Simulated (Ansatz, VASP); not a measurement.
**InAs: VASP beside Ansatz**

```
In As
1.0
     0.00000    3.04391    3.04391
     3.04391    0.00000    3.04391
     3.04391    3.04391    0.00000
In As
1 1
Direct
  0.00000 0.00000 0.00000
  0.75000 0.75000 0.75000
```

Alike in both runs: functional PBEsol; k mesh 14 × 14 × 14; occupations fermi-dirac, width 0.1 eV; no spin polarisation.

Ansatz relaxed the structure, and its values are those at the end. VASP's run is a single point on that final structure, the one shown.

|  | VASP | Ansatz |
| --- | --- | --- |
| version | VASP 6.6.1 | Ansatz 0.2.0 |
| potentials or method | VASP PAW PBE potentials, release 64 (In_d, As) | PAW with Ansatz's default frozen-core files, scalar-relativistic |
| plane-wave cutoff (eV) | 520 | 420 |
| valence electrons in the cell | 18 | 28 |

|  | VASP | Ansatz | Ansatz less VASP |
| --- | --- | --- | --- |
| pressure (GPa) | 0.1 | 0.0 | -0.09 |

VASP's potentials were made for PBE, not for PBEsol. VASP's potentials hold 18 valence electrons a cell and Ansatz's 28, so a difference there can come from the potentials and not from the codes.
